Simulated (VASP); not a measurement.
A run of VASP 6.6.1 is set up as follows.

INCAR

```
PREC = Accurate
ENCUT = 520
EDIFF = 1E-7
ISMEAR = 0
SIGMA = 0.05
LREAL = F
LASPH = T
NELM = 80
ALGO = Normal
ISIF = 2
LWAVE = F
LCHARG = F
GGA = PE
NBANDS = 16
```

File KPOINTS:

```
Automatic mesh
0
Gamma
  10 10 6
```

Contents of POSCAR:

```
SiC
1.0
    0.0000000000     -2.1898640950     -2.1898640950
    0.0000000000      2.1898640950     -2.1898640950
    4.3797281900      0.0000000000      0.0000000000
Si C
2 2
Direct
    0.5171243504      0.4828756496      0.5000000000
   -0.0171243504      0.0171243504      0.0000000000
    1.0112571574      0.5112571574      0.2500000000
    0.4887428426     -0.0112571574      0.7500000000
```

Potentials or basis: VASP PAW PBE potentials, release 64 (Si, C).

Launch:

```bash
$ cat potpaw_PBE.64/Si/POTCAR potpaw_PBE.64/C/POTCAR > POTCAR
$ mpirun -np 1 vasp_std > vasp.out
```

Predict the pressure.

-0.2 GPa.

Predict the band gap on the k mesh.

1.32 eV (least direct gap 1.34 eV).

Predict the largest force.

1.001 eV/Å.

Stress tensor (GPa, compression positive):
```
 0.20  0.00  0.00
 0.00 -0.50  0.00
 0.00  0.00 -0.23
```

Caveat: the cell differs from its parent crystal (atoms displaced along a vibrational mode); forces of over 1 eV/Å act on the atoms, so gaps and moduli don't describe the material at rest. A k mesh can miss the band edges.
